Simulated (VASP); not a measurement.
# TiNi (Pm-3m) in VASP: notebook, part 2 of 2

VASP 6.6.1.

### 3 Single point, PBEsol, collinear spin, ferromagnetic start

INCAR

```
PREC     = Accurate       # precision mode
ENCUT    = 520            # plane-wave cutoff, eV
EDIFF    = 1E-6           # SCF threshold, eV
ISMEAR   = -1             # smearing method
SIGMA    = 0.1            # smearing width, eV
LREAL    = F              # projectors in reciprocal space
LASPH    = T              # aspherical terms in the spheres
NELM     = 150            # most SCF steps
ALGO     = Normal         # electronic algorithm
ISIF     = 2              # what is computed and relaxed
LWAVE    = F              # write WAVECAR
LCHARG   = F              # write CHGCAR
ISPIN    = 2              # spin polarisation
MAGMOM   = 0 0 1.5 1.5    # initial moments
LORBIT   = 11             # projections on sites
LMAXMIX  = 4              # l up to which the mixer works
GGA      = PS             # functional
NBANDS   = 34             # bands
```

KPOINTS

```
Automatic mesh
0
Gamma
  10 10 5
```

POSCAR

```
TiNi
1.0
    2.9880660000      0.0000000000      0.0000000000
    0.0000000000      2.9880660000      0.0000000000
    0.0000000000      0.0000000000      5.9761320000
Ti Ni
2 2
Direct
    0.5000000000      0.5000000000      0.2500000000
    0.5000000000      0.5000000000      0.7500000000
    0.0000000000      0.0000000000      0.0000000000
    0.0000000000      0.0000000000      0.5000000000
```

Potentials or basis: VASP PAW PBE potentials, release 64 (Ti_sv, Ni).

On the command line:

```sh
$ cat potpaw_PBE.64/Ti_sv/POTCAR potpaw_PBE.64/Ni/POTCAR > POTCAR
$ mpirun -np 1 vasp_std > vasp.out
```

Wall time 3.8 min (1 thread of Intel Xeon 8259CL, shared host); peak memory 0.3 GiB.

It converged, with:

```
Free energy                                           : -30.4952 eV
Pressure                                              : -3.0 GPa
Band gap on the k mesh                                : zero (filled and empty bands overlap)
Net moment                                            : 0.00 μB per cell
Valence electrons inside the program's atomic spheres : Ti 10.26; Ni 9.38
```

Levels at points of the mesh, in eV from the Fermi level:
Spin up:
```
           k point  band 19  band 20  band 21  band 22  band 23  band 24  band 25  band 26
(0.00, 0.00, 0.00)    -1.99    -1.69    -0.73    -0.60     0.45     0.45     0.65     0.65
(0.50, 0.00, 0.00)    -1.29    -0.74    -0.73    -0.60     0.49     0.49     0.65     0.65
(0.50, 0.50, 0.00)    -1.29    -1.26    -1.26    -0.74     0.49     0.49     0.93     2.32
```
Spin down:
```tsv
k point	band 19	band 20	band 21	band 22	band 23	band 24	band 25	band 26
(0.00, 0.00, 0.00)	-1.99	-1.69	-0.73	-0.60	0.45	0.45	0.65	0.65
(0.50, 0.00, 0.00)	-1.29	-0.74	-0.73	-0.60	0.49	0.49	0.65	0.65
(0.50, 0.50, 0.00)	-1.29	-1.26	-1.26	-0.74	0.49	0.49	0.93	2.32
```

Caveat: the moments typed at the start vanished in this run; the PAW data sets were made with another functional, which shifts forces and pressure a little.

### 4 Single point, PBEsol, collinear spin, antiferromagnetic start

INCAR

```
  PREC = Accurate
  ENCUT = 520
  EDIFF = 1E-6
  ISMEAR = -1
  SIGMA = 0.1
  LREAL = F
  LASPH = T
  NELM = 150
  ALGO = Normal
  ISIF = 2
  LWAVE = F
  LCHARG = F
  ISPIN = 2
  MAGMOM = 0 0 1.5 -1.5
  LORBIT = 11
  LMAXMIX = 4
  GGA = PS
  NBANDS = 34
```

KPOINTS

```
regular mesh
0
Gamma
  10 10 5
```

POSCAR is that of step 3.

Potentials or basis: VASP PAW PBE potentials, release 64 (Ti_sv, Ni).

On the command line:

```sh
$ cat potpaw_PBE.64/Ti_sv/POTCAR potpaw_PBE.64/Ni/POTCAR > POTCAR
$ mpirun -np 1 vasp_std > vasp.out
```

OUTCAR:

```text
PREC = Accurate
   ENCUT = 520
   EDIFF = 1E-6
   ISMEAR = -1
   LREAL = F
   LASPH = T
   NELM = 150
   ISIF = 2
   ISPIN = 2
   LORBIT = 11
   GGA = PS

 ion  position               nearest neighbor table
   1  0.500  0.500  0.250-   3 2.59   4 2.59   3 2.59   4 2.59   3 2.59   4 2.59   3 2.59   4 2.59

   2  0.500  0.500  0.750-   3 2.59   4 2.59   3 2.59   4 2.59   3 2.59   4 2.59   3 2.59   4 2.59

   3  0.000  0.000  0.000-   1 2.59   2 2.59   1 2.59   2 2.59   1 2.59   2 2.59   1 2.59   2 2.59
                             4 2.99   4 2.99
   4  0.000  0.000  0.500-   1 2.59   2 2.59   1 2.59   2 2.59   1 2.59   2 2.59   1 2.59   2 2.59
                             3 2.99   3 2.99

[... 2037 lines left out ...]
     0.000000000  2.988066000  0.000000000     0.000000000  0.334664629  0.000000000
     0.000000000  0.000000000  5.976132000     0.000000000  0.000000000  0.167332315

 POSITION                                       TOTAL-FORCE (eV/Angst)
 -----------------------------------------------------------------------------------
      1.49403      1.49403      1.49403         0.000000      0.000000     -0.000000
      1.49403      1.49403      4.48210        -0.000000     -0.000000      0.000000
      0.00000      0.00000      0.00000         0.000000      0.000000      0.000000
      0.00000      0.00000      2.98807         0.000000      0.000000      0.000000
 -----------------------------------------------------------------------------------
    total drift:                                0.000000     -0.000000     -0.000000

  FREE ENERGIE OF THE ION-ELECTRON SYSTEM (eV)
  ---------------------------------------------------
  free  energy   TOTEN  =       -30.4951998598 eV

  energy  without entropy=      -30.3244096899  energy(sigma->0) =      -30.40980477

 total charge

# of ion       s       p       d       tot
------------------------------------------
    1        2.241   6.167   1.855  10.264
    2        2.241   6.167   1.855  10.264
    3        0.585   0.480   8.320   9.385
    4        0.585   0.480   8.320   9.385
--------------------------------------------------
tot          5.653  13.295  20.351  39.299

 magnetization (x)

# of ion       s       p       d       tot
------------------------------------------
    1        0.000   0.000   0.000   0.000
    2        0.000   0.000   0.000   0.000
    3       -0.000  -0.000  -0.000  -0.000
    4        0.000   0.000   0.000   0.000
--------------------------------------------------
tot          0.000   0.000   0.000   0.000
```

stdout:

```text
POSCAR found type information on POSCAR TiNi
 POSCAR found :  2 types and       4 ions
 scaLAPACK will be used
 -----------------------------------------------------------------------------
|                                                                             |
|                                                                             |
|     You enforced a specific xc type in the INCAR file but a different       |
|     I HOPE YOU KNOW WHAT YOU ARE DOING!                                     |
|                                                                             |
 -----------------------------------------------------------------------------

 LDA part: xc-table for (Slater+PW92), standard interpolation
 POSCAR, INCAR and KPOINTS ok, starting setup
 FFT: planning ... GRIDC
 FFT: planning ... GRID_SOFT
 FFT: planning ... GRID
 WAVECAR not read
 entering main loop
```

Wall time 3.8 min (1 thread of Intel Xeon 8259CL, shared host); peak memory 0.3 GiB.

Results:

| Property | Result |
| --- | --- |
| Free energy | -30.4952 eV |
| Pressure | -3.2 GPa |
| Band gap on the k mesh | zero (filled and empty bands overlap) |
| Net moment | 0.00 μB per cell |
| Valence electrons inside the program's atomic spheres | Ti 10.26; Ni 9.38 |

Levels at points of the mesh, in eV from the Fermi level:
Spin up:
```tsv
k point	band 20	band 21	band 22	band 23	band 24	band 25
(0.00, 0.00, 0.00)	-1.69	-0.73	-0.60	0.45	0.45	0.65
(0.50, 0.00, 0.00)	-0.74	-0.73	-0.60	0.49	0.49	0.65
(0.50, 0.50, 0.00)	-1.26	-1.26	-0.74	0.49	0.49	0.93
```
Spin down:
| k point | band 20 | band 21 | band 22 | band 23 | band 24 | band 25 |
| --- | --- | --- | --- | --- | --- | --- |
| (0.00, 0.00, 0.00) | -1.69 | -0.73 | -0.60 | 0.45 | 0.45 | 0.65 |
| (0.50, 0.00, 0.00) | -0.74 | -0.73 | -0.60 | 0.49 | 0.49 | 0.65 |
| (0.50, 0.50, 0.00) | -1.26 | -1.26 | -0.74 | 0.49 | 0.49 | 0.93 |

Caveat: the cell stands under tension; the moments typed at the start vanished in this run; the PAW data sets were made with another functional, which shifts forces and pressure a little.
